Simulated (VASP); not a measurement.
# Ir (Fd-3m) in VASP: a series of runs

The runs below take Ir through single point, with LDA.

Everything below comes from runs of VASP 6.6.1. Logs are shortened: lines on timing, memory, paths and dates and some standing lists are left out, and cuts for length are marked.

## Step 1: The cell of the first run

It takes space group Fd-3m (No. 227, cubic). Conventional cell: a = 5.477 Å, b = 5.477 Å, c = 5.477 Å, α = 90.00°, β = 90.00°, γ = 90.00°. Within 3.1 Å of Ir (site symmetry -43m) lie 4 Ir at 2.37 Å.

## Step 2: Single point, LDA

The input, INCAR:

```
SYSTEM = Ir
  PREC = Accurate
  ENCUT = 520
  EDIFF = 1E-6
  ISMEAR = -1
  SIGMA = 0.1
  LREAL = .FALSE.
  LASPH = .TRUE.
  NELM = 60
  ALGO = Normal
  ISIF = 2
  LWAVE = .FALSE.
  LCHARG = .TRUE.
  GGA = CA
  LELF = .TRUE.
  LVHAR = .TRUE.
  NBANDS = 16
```

The input, KPOINTS:

```
regular mesh
0
G
  10 10 10
  0 0 0
```

The input, POSCAR:

```
Ir
1.0
    0.0000000000      2.7385611881      2.7385611881
    2.7385611881      0.0000000000      2.7385611881
    2.7385611881      2.7385611881      0.0000000000
Ir
2
Direct
    0.1250000000      0.1250000000      0.1250000000
    0.8750000000      0.8750000000      0.8750000000
```

Potentials or basis: VASP PAW LDA potentials, release 64 (Ir).

Launch:

```console
> cat potpaw_LDA.64/Ir/POTCAR > POTCAR
> mpirun -np 1 vasp_std > vasp.out
```

OUTCAR:

```text
SYSTEM = Ir
   PREC = Accurate
   ENCUT = 520
   EDIFF = 1E-6
   ISMEAR = -1
   LREAL = .FALSE.
   LASPH = .TRUE.
   NELM = 60
   ISIF = 2
   GGA = CA

 ion  position               nearest neighbor table
   1  0.125  0.125  0.125-   2 2.37   2 2.37   2 2.37   2 2.37
   2  0.875  0.875  0.875-   1 2.37   1 2.37   1 2.37   1 2.37

  LATTYP: Found a face centered cubic cell.
 ALAT       =     5.4771223762

  Lattice vectors:

 A1 = (   0.0000000000,   2.7385611881,   2.7385611881)
 A2 = (   2.7385611881,   0.0000000000,   2.7385611881)
 A3 = (   2.7385611881,   2.7385611881,   0.0000000000)

Analysis of symmetry for initial positions (statically):
=====================================================================
 Subroutine PRICEL returns:
 Original cell was already a primitive cell.

 Routine SETGRP: Setting up the symmetry group for a
 face centered cubic supercell.

 Subroutine GETGRP returns: Found 48 space group operations
 (whereof 12 operations were pure point group operations)
 out of a pool of 48 trial point group operations.

The static configuration has the point symmetry D_3d.
 The point group associated with its full space group is O_h .

Analysis of symmetry for dynamics (positions and initial velocities):
=====================================================================
 Subroutine PRICEL returns:
 Original cell was already a primitive cell.

 Routine SETGRP: Setting up the symmetry group for a
 face centered cubic supercell.

 Subroutine GETGRP returns: Found 48 space group operations
 (whereof 12 operations were pure point group operations)
 out of a pool of 48 trial point group operations.

The dynamic configuration has the point symmetry D_3d.
 The point group associated with its full space group is O_h .

 Subroutine INISYM returns: Found 48 space group operations
 (whereof 12 operations are pure point group operations),
 and found     1 'primitive' translations

----------------------------------------------------------------------------------------

                                     Primitive cell

  volume of cell :      41.0769

  direct lattice vectors                    reciprocal lattice vectors
     0.000000000  2.738561188  2.738561188    -0.182577626  0.182577626  0.182577626
     2.738561188  0.000000000  2.738561188     0.182577626 -0.182577626  0.182577626
     2.738561188  2.738561188  0.000000000     0.182577626  0.182577626 -0.182577626

  length of vectors
     3.872910374  3.872910374  3.872910374     0.316233724  0.316233724  0.316233724

  position of ions in fractional coordinates (direct lattice)
     0.125000000  0.125000000  0.125000000
     0.875000000  0.875000000  0.875000000

  ion indices of the primitive-cell ions
   primitive index   ion index
                 1           1
                 2           2

----------------------------------------------------------------------------------------

 KPOINTS: regular mesh

Automatic generation of k-mesh.
 Grid dimensions read from file:
 generate k-points for:   10   10   10

 Generating k-lattice:

  Cartesian coordinates                     Fractional coordinates (reciprocal lattice)
    -0.018257763  0.018257763  0.018257763     0.100000000  0.000000000  0.000000000
     0.018257763 -0.018257763  0.018257763     0.000000000  0.100000000  0.000000000
     0.018257763  0.018257763 -0.018257763     0.000000000  0.000000000  0.100000000

  Length of vectors
     0.031623372  0.031623372  0.031623372

  Shift w.r.t. Gamma in fractional coordinates (k-lattice)
     0.000000000  0.000000000  0.000000000

 Subroutine IBZKPT returns following result:
 ===========================================

 Found     47 irreducible k-points:

 Following reciprocal coordinates:
            Coordinates               Weight
  0.000000  0.000000  0.000000      1.000000
  0.100000  0.000000  0.000000      8.000000
  0.200000  0.000000  0.000000      8.000000
  0.300000  0.000000  0.000000      8.000000
  0.400000  0.000000  0.000000      8.000000
  0.500000  0.000000  0.000000      4.000000
[... 16 lines left out ...]
  0.300000  0.300000  0.000000      6.000000
  0.400000  0.300000  0.000000     24.000000
 [... further k-points ...]
   k-points           NKPTS =     47   k-points in BZ     NKDIM =     47   number of bands    NBANDS=     16
   number of dos      NEDOS =    301   number of ions     NIONS =      2
   total plane-waves  NPLWV =  27000
   dimension x,y,z NGX =    30 NGY =   30 NGZ =   30
   dimension x,y,z NGXF=    60 NGYF=   60 NGZF=   60
   ions per type =               2
   NGX,Y,Z   is equivalent  to a cutoff of  12.88, 12.88, 12.88 a.u.
   NGXF,Y,Z  is equivalent  to a cutoff of  25.76, 25.76, 25.76 a.u.
 SYSTEM =  Ir
   PREC   = accura    normal or accurate (medium, high low for compatibility)
   ISTART =      0    job   : 0-new  1-cont  2-samecut
   ICHARG =      2    charge: 1-file 2-atom 10-const
   ISPIN  =      1    spin polarized calculation?
   LNONCOLLINEAR =      F non collinear calculations
   LSORBIT =      F    spin-orbit coupling
   LASPH  =      T    aspherical Exc in radial PAW
   ENCUT  =  520.0 eV  38.22 Ry    6.18 a.u.   7.20  7.20  7.20*2*pi/ulx,y,z
   NELM   =     60;   NELMIN=  2; NELMDL= -5     # of ELM steps
   EDIFF  = 0.1E-05   stopping-criterion for ELM
   LREAL  =      F    real-space projection
   EDIFFG = 0.1E-04   stopping-criterion for IOM
   NSW    =      0    number of steps for IOM
   IBRION =     -1    ionic relax: 0-MD 1-quasi-New 2-CG
   NFREE  =      0    steps in history (QN), initial steepest desc. (CG)
   ISIF   =      2    stress and relaxation
   ISYM   =      2    0-nonsym 1-usesym 2-fastsym
   POTIM  = 0.5000    time-step for ionic-motion
   TEBEG  =    0.0;   TEEND  =   0.0 temperature during run
   PSTRESS=    0.0 pullay stress
   NELECT =      18.0000    total number of electrons
   NUPDOWN=      -1.0000    fix difference up-down
   EMIN   =  10.00;   EMAX   =-10.00  energy-range for DOS
   EFERMI =   0.00;   METHOD = LEGACY
   ISMEAR =    -1;   SIGMA  =   0.10  broadening in eV -4-tet -1-fermi 0-gaus
   EFERMI_NEDOS =   21; number of points for ismear=-14 and -15
   IALGO  =     38    algorithm
   IMIX   =      4    mixing-type and parameters
     AMIX     =   0.40;   BMIX     =  1.00
     AMIX_MAG =   1.60;   BMIX_MAG =  1.00
  volume/ion in A,a.u.               =      20.54       138.60
  Fermi-wavevector in a.u.,A,eV,Ry     =   1.243464  2.349806 21.037365  1.546203
  Thomas-Fermi vector in A             =   2.377774
   LORBIT       =      0    0 simple, 1 ext, 2 COOP (PROOUT), +10 PAW based schemes
   GGA     = CA    functional components
   LHFCALC =     F    Hartree Fock is set to
   AEXX    =    0.0000 exact exchange contribution
   IVDW    =     0    specifies the selected vdW correction
   LEPSILON=     F    determine dielectric tensor
   LRPA    =     F    only Hartree local field effects (RPA)
 non-spin polarized calculation
  energy-cutoff  :      520.00
  volume of cell :       41.08
 maximum number of plane-waves:      1122
 NGX is ok and might be reduce to    30
   NGX = 15   NGY = 15   NGZ = 15

 number of electron      17.9999998 magnetization

 Free energy of the ion-electron system (eV)
  ---------------------------------------------------
  ext. energy  EPLUGINS =         0.00000000
  ---------------------------------------------------
  free energy    TOTEN  =       -18.25854301 eV

  energy without entropy =      -18.19192084  energy(sigma->0) =      -18.22523193

 E-fermi :   5.5995     XC(G=0): -11.6668

 val. band max:        5.4710067413   @ k =  -0.2000   0.2000   0.0000
 cond. band min:       5.6064416342   @ k =  -0.4000   0.3000   0.1000
 fundamental gap:      0.1354348930
 Fermi energy:         5.5995233335

 k-point     1 :       0.0000    0.0000    0.0000
  band No.  band energies     occupation
      1      -2.7325      2.00000
      2       0.2255      2.00000
      3       0.2255      2.00000
      4       0.6888      2.00000
      5       0.6888      2.00000
      6       0.6888      2.00000
[... 8 lines left out ...]
     15      18.2412      0.00000
     16      18.2412      0.00000

 k-point     2 :       0.1000    0.0000    0.0000
  band No.  band energies     occupation
      1      -2.5513      2.00000
      2       0.1075      2.00000
      3       0.1075      2.00000
      4       0.6666      2.00000
      5       0.8732      2.00000
      6       0.8732      2.00000
[... 8 lines left out ...]
     15      17.8394      0.00000
     16      17.8966      0.00000

 k-point     3 :       0.2000    0.0000    0.0000
  band No.  band energies     occupation
      1      -2.0449      2.00000
      2       0.0021      2.00000
      3       0.0021      2.00000
      4       0.6129      2.00000
      5       1.1050      2.00000
      6       1.1050      2.00000
[... 8 lines left out ...]
     15      16.7175      0.00000
     16      18.6611      0.00000

 k-point     4 :       0.3000    0.0000    0.0000
  band No.  band energies     occupation
      1      -1.3473      2.00000
      2       0.0367      2.00000
      3       0.0367      2.00000
      4       0.5402      2.00000
      5       1.1097      2.00000
      6       1.1097      2.00000
[... 8 lines left out ...]
     15      15.6437      0.00000
     16      19.4275      0.00000

 k-point     5 :       0.4000    0.0000    0.0000
  band No.  band energies     occupation
      1      -0.7153      2.00000
      2       0.2162      2.00000
      3       0.2162      2.00000
      4       0.4199      2.00000
      5       0.8731      2.00000
      6       0.8731      2.00000
[... 8 lines left out ...]
     15      15.3339      0.00000
     16      19.4058      0.00000

 k-point     6 :       0.5000    0.0000    0.0000
  band No.  band energies     occupation
      1      -0.4402      2.00000
      2       0.3185      2.00000
      3       0.4406      2.00000
      4       0.4406      2.00000
      5       0.6112      2.00000
      6       0.6112      2.00000
[... 8 lines left out ...]
     15      15.2873      0.00000
     16      19.3812      0.00000

 k-point     7 :       0.1000    0.1000    0.0000
  band No.  band energies     occupation
      1      -2.4887      2.00000
      2      -0.1031      2.00000
      3       0.3483      2.00000
      4       0.6800      2.00000
      5       0.6800      2.00000
      6       1.0715      2.00000
[... 8 lines left out ...]
     15      16.7269      0.00000
     16      17.9865      0.00000

 k-point     8 :       0.2000    0.1000    0.0000
  band No.  band energies     occupation
      1      -2.0832      2.00000
      2      -0.2681      2.00000
      3       0.3378      2.00000
      4       0.6334      2.00000
      5       0.8259      2.00000
      6       1.3522      2.00000
[... 8 lines left out ...]
     15      16.6583      0.00000
     16      17.6155      0.00000

 k-point     9 :       0.3000    0.1000    0.0000
  band No.  band energies     occupation
      1      -1.4335      2.00000
      2      -0.3010      2.00000
      3       0.3493      2.00000
      4       0.5306      2.00000
      5       0.8991      2.00000
      6       1.4868      2.00000
[... 8 lines left out ...]
     15      15.6088      0.00000
     16      18.7655      0.00000
[... 172 lines left out ...]
 k-point    19 :       0.5000    0.2000    0.0000
  band No.  band energies     occupation
      1      -0.4580      2.00000
      2      -0.1026      2.00000
      3       0.2568      2.00000
      4       0.3174      2.00000
      5       1.3091      2.00000
      6       1.4230      2.00000
[... 8 lines left out ...]
     15      15.8212      0.00000
     16      20.3205      0.00000

 k-point    20 :      -0.4000    0.2000    0.0000
  band No.  band energies     occupation
      1      -0.4315      2.00000
      2       0.0492      2.00000
      3       0.0513      2.00000
      4       0.3803      2.00000
      5       1.0942      2.00000
      6       1.6165      2.00000
[... 8 lines left out ...]
     15      15.9758      0.00000
     16      20.0484      0.00000

 k-point    21 :      -0.3000    0.2000    0.0000
  band No.  band energies     occupation
      1      -0.5563      2.00000
      2      -0.1749      2.00000
      3       0.0391      2.00000
      4       0.5724      2.00000
      5       0.7905      2.00000
      6       1.8802      2.00000
[... 8 lines left out ...]
     15      16.1215      0.00000
     16      19.3302      0.00000

 k-point    22 :      -0.2000    0.2000    0.0000
  band No.  band energies     occupation
      1      -1.0886      2.00000
      2      -0.2758      2.00000
      3       0.2511      2.00000
      4       0.4363      2.00000
      5       0.8425      2.00000
      6       1.8162      2.00000
[... 8 lines left out ...]
     15      16.1984      0.00000
     16      18.5493      0.00000

 k-point    23 :       0.3000    0.3000    0.0000
  band No.  band energies     occupation
      1      -0.6950      2.00000
      2      -0.6846      2.00000
      3       0.5675      2.00000
      4       0.5675      2.00000
      5       1.2219      2.00000
      6       1.2954      2.00000
[... 8 lines left out ...]
     15      15.2967      0.00000
     16      16.6602      0.00000

 k-point    24 :       0.4000    0.3000    0.0000
  band No.  band energies     occupation
      1      -0.6824      2.00000
      2      -0.0687      2.00000
      3       0.2892      2.00000
      4       0.5042      2.00000
      5       1.1815      2.00000
      6       1.6007      2.00000
[... 8 lines left out ...]
     15      15.6587      0.00000
     16      17.0690      0.00000

 [... further k-points ...]

------------------------ aborting loop because EDIFF is reached ----------------------------------------

  FORCE on cell =-STRESS in cart. coord.  units (eV):
  Direction    XX          YY          ZZ          XY          YZ          ZX
  --------------------------------------------------------------------------------------
  -------------------------------------------------------------------------------------
  Total        0.0553034      0.0553034      0.0553034     -0.0000000     -0.0000000     -0.0000000
  in kB        2.1570723      2.1570723      2.1570723     -0.0000000     -0.0000000     -0.0000000
  external PRESSURE =       2.1570723 kB  Pullay stress =       0.0000000 kB

 VOLUME and BASIS-vectors are now :
 -----------------------------------------------------------------------------
  energy-cutoff  :      520.00
  volume of cell :       41.08
      direct lattice vectors                 reciprocal lattice vectors
     0.000000000  2.738561188  2.738561188    -0.182577626  0.182577626  0.182577626
     2.738561188  0.000000000  2.738561188     0.182577626 -0.182577626  0.182577626
     2.738561188  2.738561188  0.000000000     0.182577626  0.182577626 -0.182577626

 POSITION                                       TOTAL-FORCE (eV/Angst)
 -----------------------------------------------------------------------------------
      0.68464      0.68464      0.68464        -0.000000     -0.000000     -0.000000
      4.79248      4.79248      4.79248         0.000000      0.000000      0.000000
 -----------------------------------------------------------------------------------
    total drift:                               -0.000000      0.000000      0.000000

  FREE ENERGIE OF THE ION-ELECTRON SYSTEM (eV)
  ---------------------------------------------------
  free  energy   TOTEN  =       -18.2585430143 eV

  energy  without entropy=      -18.1919208425  energy(sigma->0) =      -18.22523193
```

Wall time 19 s (1 thread of AMD EPYC 9R45 (Zen 5), shared host); peak memory 0.13 GiB.

What came out:

* Free energy: -18.2585 eV
* Pressure: 0.2 GPa
* Band gap on the k mesh: zero (band 9 reaches 6.66 eV, above the bottom of band 10 at 4.93 eV)

Caveat: spin-orbit coupling is left out, which moves the levels of the heavy elements.

## Step 3: Single point, LDA (volume scaled by 0.88)

The input, INCAR:

```
PREC = Accurate
ENCUT = 520
EDIFF = 1E-6
ISMEAR = -1
SIGMA = 0.1
LREAL = False
LASPH = True
NELM = 100
ALGO = Normal
ISIF = 2
LWAVE = False
LCHARG = True
LELF = True
LVHAR = True
NBANDS = 16
```

The input, KPOINTS:

```
Automatic mesh
0
Gamma
  11 11 11
```

The input, POSCAR:

```
Ir
1.0
    0.0000000000      2.6243192913      2.6243192913
    2.6243192913      0.0000000000      2.6243192913
    2.6243192913      2.6243192913      0.0000000000
Ir
2
Direct
    0.1250000000      0.1250000000      0.1250000000
    0.8750000000      0.8750000000      0.8750000000
```

Potentials or basis: VASP PAW LDA potentials, release 64 (Ir).

Launch:

```console
> cat potpaw_LDA.64/Ir/POTCAR > POTCAR
> mpirun -np 1 vasp_std > vasp.out
```

It took 19 s on 1 thread of AMD EPYC 9R45 (Zen 5), shared host; peak memory 0.13 GiB.

The run converged. Its results:

- Free energy: -17.7573 eV
- Pressure: 36.5 GPa
- Band gap on the k mesh: zero (band 9 reaches 8.68 eV, above the bottom of band 10 at 6.78 eV)

Levels at points of the mesh, in eV from the Fermi level:
```csv
k point,band 6,band 7,band 8,band 9,band 10,band 11,band 12,band 13
"(0.00, 0.00, 0.00)",-5.65,-2.17,-2.17,-2.17,1.23,1.23,11.44,11.67
```

Caveat: spin-orbit coupling is left out, which moves the levels of the heavy elements.

(Part 1 of 2 ends here.)
